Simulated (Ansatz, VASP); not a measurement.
**One calculation of AlAs, two programs**

```xyz
2
Lattice="0.0000 2.8389 2.8389 2.8389 0.0000 2.8389 2.8389 2.8389 0.0000" Properties=species:S:1:pos:R:3 pbc="T T T"
Al    0.0000    0.0000    0.0000
As    1.4195    1.4195    1.4195
```

Alike in both runs: task single point; functional PBEsol; k mesh 6 × 6 × 6; occupations gaussian, width 0.5 eV; no spin polarisation.

|  | VASP | Ansatz |
| --- | --- | --- |
| version | VASP 6.6.1 | Ansatz 0.2.0 |
| potentials or method | VASP PAW PBE potentials, release 64 (Al, As_d) | plane waves |
| plane-wave cutoff (eV) | 510 | 420 |
| valence electrons in the cell | 18 | 18 |

VASP gave:

| Item | Value |
| --- | --- |
| pressure (GPa) | 0.0 |

Q: What did Ansatz give for the same quantities?

A: Pressure (GPa): -0.1.

VASP's potentials were made for PBE, not for PBEsol.
